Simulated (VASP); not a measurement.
# BN (F-43m) in VASP: notebook

Aim: see how the results for BN move with the level of theory and the settings. Levels: PBE, LDA. Tasks: electric field gradients.

Program: VASP 6.6.1. These are calculated values, not measurements. Logs are shortened: lines on timing, memory, paths and dates and some standing lists are left out, and cuts for length are marked.

**1. The cell of the first run**

It takes space group F-43m (No. 216, cubic). The conventional cell has a = 3.615 Å, b = 3.615 Å, c = 3.615 Å, α = 90.00°, β = 90.00°, γ = 90.00°. Within 2.1 Å of B (site symmetry -43m) lie 4 N at 1.57 Å. N (site symmetry -43m) has 4 B at 1.57 Å within 2.1 Å.

**2. Electric field gradients, PBE**

The input, INCAR:

```
PREC = Accurate ; ENCUT = 520
EDIFF = 1E-8 ; ISMEAR = -1
SIGMA = 0.02 ; LREAL = F
LASPH = T ; NELM = 60
ALGO = Normal ; ISIF = 2
LWAVE = F ; LCHARG = F
GGA = PE ; LEFG = T
NBANDS = 11
```

The input, KPOINTS:

```
regular mesh
0
Gamma
  11 11 11
```

The input, POSCAR:

```
BN
1.0
    0.0000000000      1.8075000000      1.8075000000
    1.8075000000      0.0000000000      1.8075000000
    1.8075000000      1.8075000000      0.0000000000
B N
1 1
Direct
    0.0000000000      0.0000000000      0.0000000000
    0.7500000000      0.7500000000      0.7500000000
```

Potentials or basis: VASP PAW PBE potentials, release 64 (B, N).

Run with:

```bash
$ cat potpaw_PBE.64/B/POTCAR potpaw_PBE.64/N/POTCAR > POTCAR
$ mpirun -np 1 vasp_std > vasp.out
```

OUTCAR:

```text
PREC = Accurate
   ENCUT = 520
   EDIFF = 1E-8
   ISMEAR = -1
   LREAL = F
   LASPH = T
   NELM = 60
   ISIF = 2
   GGA = PE

 ion  position               nearest neighbor table
   1  0.000  0.000  0.000-   2 1.57   2 1.57   2 1.57   2 1.57
   2  0.750  0.750  0.750-   1 1.57   1 1.57   1 1.57   1 1.57

  LATTYP: Found a face centered cubic cell.
 ALAT       =     3.6150000000

  Lattice vectors:

 A1 = (   0.0000000000,   1.8075000000,   1.8075000000)
 A2 = (   1.8075000000,   0.0000000000,   1.8075000000)
 A3 = (   1.8075000000,   1.8075000000,   0.0000000000)

Analysis of symmetry for initial positions (statically):
=====================================================================
 Subroutine PRICEL returns:
 Original cell was already a primitive cell.

 Routine SETGRP: Setting up the symmetry group for a
 face centered cubic supercell.

 Subroutine GETGRP returns: Found 24 space group operations
 (whereof 24 operations were pure point group operations)
 out of a pool of 48 trial point group operations.

The static configuration has the point symmetry T_d .

Analysis of symmetry for dynamics (positions and initial velocities):
=====================================================================
 Subroutine PRICEL returns:
 Original cell was already a primitive cell.

 Routine SETGRP: Setting up the symmetry group for a
 face centered cubic supercell.

 Subroutine GETGRP returns: Found 24 space group operations
 (whereof 24 operations were pure point group operations)
 out of a pool of 48 trial point group operations.

The dynamic configuration has the point symmetry T_d .

 Subroutine INISYM returns: Found 24 space group operations
 (whereof 24 operations are pure point group operations),
 and found     1 'primitive' translations

----------------------------------------------------------------------------------------

                                     Primitive cell

  volume of cell :      11.8104

  direct lattice vectors                    reciprocal lattice vectors
     0.000000000  1.807500000  1.807500000    -0.276625173  0.276625173  0.276625173
     1.807500000  0.000000000  1.807500000     0.276625173 -0.276625173  0.276625173
[... 131 lines left out ...]

 E-fermi :   7.8864     XC(G=0): -12.8220

 val. band max:        7.4029126767   @ k =   0.0000   0.0000   0.0000
 cond. band min:      11.9661058792   @ k =   0.4545   0.4545   0.0000
 fundamental gap:      4.5631932025
 Fermi energy:         7.8864028082

 k-point     1 :       0.0000    0.0000    0.0000
  band No.  band energies     occupation
      1     -12.8278      2.00000
      2       7.4029      2.00000
      3       7.4029      2.00000
      4       7.4029      2.00000
      5      16.2228      0.00000
      6      16.2228      0.00000
      7      16.2228      0.00000
      8      17.7523      0.00000
      9      32.1553      0.00000
     10      35.1713      0.00000
     11      35.1713      0.00000
[... 309 lines left out ...]
 k-point    24 :      -0.1818    0.1818    0.0000
  band No.  band energies     occupation
      1     -10.7673      2.00000
      2       1.8571      2.00000
      3       3.6466      2.00000
      4       6.3584      2.00000
      5      17.9963      0.00000
      6      18.0621      0.00000
      7      18.4871      0.00000
      8      20.8867      0.00000
      9      28.6793      0.00000
     10      29.7616      0.00000
     11      34.2127      0.00000

 [... further k-points ...]

------------------------ aborting loop because EDIFF is reached ----------------------------------------

  FORCE on cell =-STRESS in cart. coord.  units (eV):
  Direction    XX          YY          ZZ          XY          YZ          ZX
  --------------------------------------------------------------------------------------
  -------------------------------------------------------------------------------------
  Total        0.2424409      0.2424409      0.2424409     -0.0000000     -0.0000000      0.0000000
  in kB       32.8890677     32.8890677     32.8890677     -0.0000000     -0.0000000      0.0000000
  external PRESSURE =      32.8890677 kB  Pullay stress =       0.0000000 kB

 VOLUME and BASIS-vectors are now :
 -----------------------------------------------------------------------------
  energy-cutoff  :      520.00
  volume of cell :       11.81
      direct lattice vectors                 reciprocal lattice vectors
     0.000000000  1.807500000  1.807500000    -0.276625173  0.276625173  0.276625173
     1.807500000  0.000000000  1.807500000     0.276625173 -0.276625173  0.276625173
     1.807500000  1.807500000  0.000000000     0.276625173  0.276625173 -0.276625173

 POSITION                                       TOTAL-FORCE (eV/Angst)
 -----------------------------------------------------------------------------------
      0.00000      0.00000      0.00000         0.000000      0.000000      0.000000
      2.71125      2.71125      2.71125        -0.000000     -0.000000     -0.000000
 -----------------------------------------------------------------------------------
    total drift:                               -0.000000     -0.000000     -0.000000

  FREE ENERGIE OF THE ION-ELECTRON SYSTEM (eV)
  ---------------------------------------------------
  free  energy   TOTEN  =       -17.4497995633 eV

  energy  without entropy=      -17.4497995633  energy(sigma->0) =      -17.44979956

 Electric field gradients (V/A^2)
---------------------------------------------------------------------
 ion       V_xx      V_yy      V_zz      V_xy      V_xz      V_yz
---------------------------------------------------------------------
   1      -0.000    -0.000     0.000    -0.000    -0.000    -0.000
   2       0.000    -0.000     0.000    -0.000    -0.000    -0.000
---------------------------------------------------------------------

 Electric field gradients after diagonalization (V/A^2)
 (convention: |V_zz| > |V_xx| > |V_yy|)
----------------------------------------------------------------------
 ion       V_xx      V_yy      V_zz     asymmetry (V_yy - V_xx)/ V_zz
----------------------------------------------------------------------
   1       0.000     0.000    -0.000       0.000
   2       0.000     0.000    -0.000       0.000
----------------------------------------------------------------------

           NMR quadrupolar parameters

 Cq : quadrupolar parameter    Cq=e*Q*V_zz/h
 eta: asymmetry parameters     (V_yy - V_xx)/ V_zz
 Q  : nuclear electric quadrupole moment in mb (millibarn)
----------------------------------------------------------------------
 ion       Cq(MHz)       eta       Q (mb)
----------------------------------------------------------------------
   1      -0.000       0.000       1.000
   2      -0.000       0.000       1.000
----------------------------------------------------------------------
```

stdout:

```text
POSCAR found type information on POSCAR B N
 POSCAR found :  2 types and       2 ions
 scaLAPACK will be used
 LDA part: xc-table for (Slater+PW92), standard interpolation
 POSCAR, INCAR and KPOINTS ok, starting setup
 FFT: planning ... GRIDC
 FFT: planning ... GRID_SOFT
 FFT: planning ... GRID
 WAVECAR not read
 entering main loop
ion   1

ion   2
```

Run time: 5 s. Hardware: 1 thread of Intel Xeon Platinum 8488C (Sapphire Rapids), shared host; peak memory 0.12 GiB.

Results:

* Free energy: -17.4498 eV
* Pressure: 3.3 GPa
* Band gap on the k mesh: 4.56 eV, indirect (least direct gap 8.82 eV)

Caveat: without QUAD_EFG the Cq values of the log hold for a quadrupole moment of 1 mb, not for the nuclei. A k mesh can miss the band edges.

**3. Electric field gradients, LDA**

The input, INCAR:

```
PREC = Accurate ; ENCUT = 520
EDIFF = 1E-8 ; ISMEAR = -1
SIGMA = 0.02 ; LREAL = False
LASPH = True ; NELM = 60
ALGO = Normal ; ISIF = 2
LWAVE = False ; LCHARG = False
LEFG = True ; NBANDS = 11
```

The input, KPOINTS:

```
Automatic mesh
0
Gamma
  11 11 11
```

POSCAR is that of step 2.

Potentials or basis: VASP PAW LDA potentials, release 64 (B, N).

Run with:

```bash
$ cat potpaw_LDA.64/B/POTCAR potpaw_LDA.64/N/POTCAR > POTCAR
$ mpirun -np 1 vasp_std > vasp.out
```

OUTCAR:

```text
PREC = Accurate
   ENCUT = 520
   EDIFF = 1E-8
   ISMEAR = -1
   LREAL = False
   LASPH = True
   NELM = 60
   ISIF = 2

 ion  position               nearest neighbor table
   1  0.000  0.000  0.000-   2 1.57   2 1.57   2 1.57   2 1.57
   2  0.750  0.750  0.750-   1 1.57   1 1.57   1 1.57   1 1.57

  LATTYP: Found a face centered cubic cell.
 ALAT       =     3.6150000000

  Lattice vectors:

 A1 = (   0.0000000000,   1.8075000000,   1.8075000000)
 A2 = (   1.8075000000,   0.0000000000,   1.8075000000)
 A3 = (   1.8075000000,   1.8075000000,   0.0000000000)

Analysis of symmetry for initial positions (statically):
=====================================================================
 Subroutine PRICEL returns:
 Original cell was already a primitive cell.

 Routine SETGRP: Setting up the symmetry group for a
 face centered cubic supercell.

 Subroutine GETGRP returns: Found 24 space group operations
 (whereof 24 operations were pure point group operations)
 out of a pool of 48 trial point group operations.

The static configuration has the point symmetry T_d .

Analysis of symmetry for dynamics (positions and initial velocities):
=====================================================================
 Subroutine PRICEL returns:
 Original cell was already a primitive cell.

 Routine SETGRP: Setting up the symmetry group for a
 face centered cubic supercell.

 Subroutine GETGRP returns: Found 24 space group operations
 (whereof 24 operations were pure point group operations)
 out of a pool of 48 trial point group operations.

The dynamic configuration has the point symmetry T_d .

[... 160 lines left out ...]
      7      16.0721      0.00000
      8      17.8293      0.00000
      9      31.8788      0.00000
     10      35.1765      0.00000
     11      35.1765      0.00000
[... 309 lines left out ...]
 k-point    24 :      -0.1818    0.1818    0.0000
  band No.  band energies     occupation
      1     -10.6079      2.00000
      2       1.8771      2.00000
      3       3.6232      2.00000
      4       6.3397      2.00000
      5      17.8440      0.00000
      6      17.9671      0.00000
      7      18.3425      0.00000
      8      20.8158      0.00000
      9      28.5313      0.00000
     10      29.3914      0.00000
     11      33.9871      0.00000

 [... further k-points ...]
[... 5 lines left out ...]
  --------------------------------------------------------------------------------------
  -------------------------------------------------------------------------------------
  Total       -0.7440820     -0.7440820     -0.7440820      0.0000000      0.0000000      0.0000000
  in kB     -100.9407320   -100.9407320   -100.9407320      0.0000000      0.0000000      0.0000000
  external PRESSURE =    -100.9407320 kB  Pullay stress =       0.0000000 kB

 VOLUME and BASIS-vectors are now :
 -----------------------------------------------------------------------------
  energy-cutoff  :      520.00
  volume of cell :       11.81
      direct lattice vectors                 reciprocal lattice vectors
     0.000000000  1.807500000  1.807500000    -0.276625173  0.276625173  0.276625173
     1.807500000  0.000000000  1.807500000     0.276625173 -0.276625173  0.276625173
     1.807500000  1.807500000  0.000000000     0.276625173  0.276625173 -0.276625173

 POSITION                                       TOTAL-FORCE (eV/Angst)
 -----------------------------------------------------------------------------------
      0.00000      0.00000      0.00000        -0.000000     -0.000000     -0.000000
      2.71125      2.71125      2.71125         0.000000      0.000000      0.000000
 -----------------------------------------------------------------------------------
    total drift:                                0.000000      0.000000      0.000000

  FREE ENERGIE OF THE ION-ELECTRON SYSTEM (eV)
  ---------------------------------------------------
  free  energy   TOTEN  =       -19.4045563507 eV

  energy  without entropy=      -19.4045563506  energy(sigma->0) =      -19.40455635

 Electric field gradients (V/A^2)
---------------------------------------------------------------------
 ion       V_xx      V_yy      V_zz      V_xy      V_xz      V_yz
---------------------------------------------------------------------
   1      -0.000    -0.000    -0.000     0.000     0.000     0.000
   2      -0.000    -0.000     0.000    -0.000    -0.000    -0.000
---------------------------------------------------------------------

 Electric field gradients after diagonalization (V/A^2)
 (convention: |V_zz| > |V_xx| > |V_yy|)
----------------------------------------------------------------------
 ion       V_xx      V_yy      V_zz     asymmetry (V_yy - V_xx)/ V_zz
----------------------------------------------------------------------
   1      -0.000    -0.000     0.000       0.000
   2       0.000     0.000    -0.001       0.000
----------------------------------------------------------------------

           NMR quadrupolar parameters

 Cq : quadrupolar parameter    Cq=e*Q*V_zz/h
 eta: asymmetry parameters     (V_yy - V_xx)/ V_zz
 Q  : nuclear electric quadrupole moment in mb (millibarn)
----------------------------------------------------------------------
 ion       Cq(MHz)       eta       Q (mb)
----------------------------------------------------------------------
   1       0.000       0.000       1.000
   2      -0.000       0.000       1.000
----------------------------------------------------------------------
```

stdout:

```text
POSCAR found type information on POSCAR B N
 POSCAR found :  2 types and       2 ions
 scaLAPACK will be used
 LDA part: xc-table for (Slater(with rela. corr.)+CA(PZ))
 , standard interpolation
 POSCAR, INCAR and KPOINTS ok, starting setup
 FFT: planning ... GRIDC
 FFT: planning ... GRID_SOFT
 FFT: planning ... GRID
 WAVECAR not read
 entering main loop
ion   1

ion   2
```

It took 4.6 s on 1 thread of Intel Xeon 6975P-C, shared host; peak memory 0.12 GiB.

Results:

```yaml
Free_energy: -19.4046 eV
Pressure: -10.1 GPa
Band_gap_on_the_k_mesh: 4.45 eV, indirect (least direct gap 8.68 eV)
```

Levels at points of the mesh, in eV from the valence-band top:
```tsv
k point	band 2	band 3	band 4	band 5	band 6	band 7
(0.00, 0.00, 0.00)	0.00	0.00	0.00	8.68	8.68	8.68
```

Caveat: without QUAD_EFG the Cq values of the log hold for a quadrupole moment of 1 mb, not for the nuclei. A k mesh can miss the band edges.
